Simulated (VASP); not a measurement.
Input of a VASP 6.6.1 run:

File POSCAR:

```
RbBr
1.0
    0.0000000000      3.4608260907      3.4608260907
    3.4608260907      0.0000000000      3.4608260907
    3.4608260907      3.4608260907      0.0000000000
Rb Br
1 1
Direct
    0.0000000000      0.0000000000      0.0000000000
    0.5000000000      0.5000000000      0.5000000000
```

INCAR.step1

```
ALGO     = Normal         # electronic algorithm
EDIFF    = 1E-4           # SCF threshold, eV
ENCUT    = 520            # plane-wave cutoff, eV
GGA      = PE             # functional
ISMEAR   = 0              # smearing method
LASPH    = T              # aspherical terms in the spheres
LCHARG   = F              # write CHGCAR
LREAL    = F              # projectors in reciprocal space
LWAVE    = T              # write WAVECAR
NBANDS   = 15             # bands
NELM     = 60             # most SCF steps
PREC     = Accurate       # precision mode
SIGMA    = 0.01           # smearing width, eV
```

Contents of INCAR.step2:

```
ALGO     = Normal         # electronic algorithm
EDIFF    = 1E-6           # SCF threshold, eV
ENCUT    = 520            # plane-wave cutoff, eV
ISIF     = 2              # what is computed and relaxed
ISMEAR   = 0              # smearing method
ISTART   = 1            
LASPH    = T              # aspherical terms in the spheres
LCHARG   = F              # write CHGCAR
LMIXTAU  = T            
LREAL    = F              # projectors in reciprocal space
LWAVE    = F              # write WAVECAR
METAGGA  = R2SCAN         # meta-GGA
NBANDS   = 15             # bands
NELM     = 60             # most SCF steps
PREC     = Accurate       # precision mode
SIGMA    = 0.01           # smearing width, eV
```

Contents of KPOINTS:

```
k-points
0
Gamma
  4 4 4
```

Potentials or basis: VASP PAW PBE potentials, release 64 (Rb_sv, Br).

Launch:

```sh
$ cat potpaw_PBE.64/Rb_sv/POTCAR potpaw_PBE.64/Br/POTCAR > POTCAR
$ cp INCAR.step1 INCAR
$ mpirun -np 1 vasp_std > vasp.out
$ cp INCAR.step2 INCAR
$ mpirun -np 1 vasp_std > vasp.out
```

What does it give for the pressure?

0.0 GPa.

What does it give for the band gap on the k mesh?

4.89 eV, direct.

Caveat: the PAW data sets were made with another functional, which shifts forces and pressure a little. r2SCAN opens gaps a little over a GGA but as a rule still falls short of measured ones.
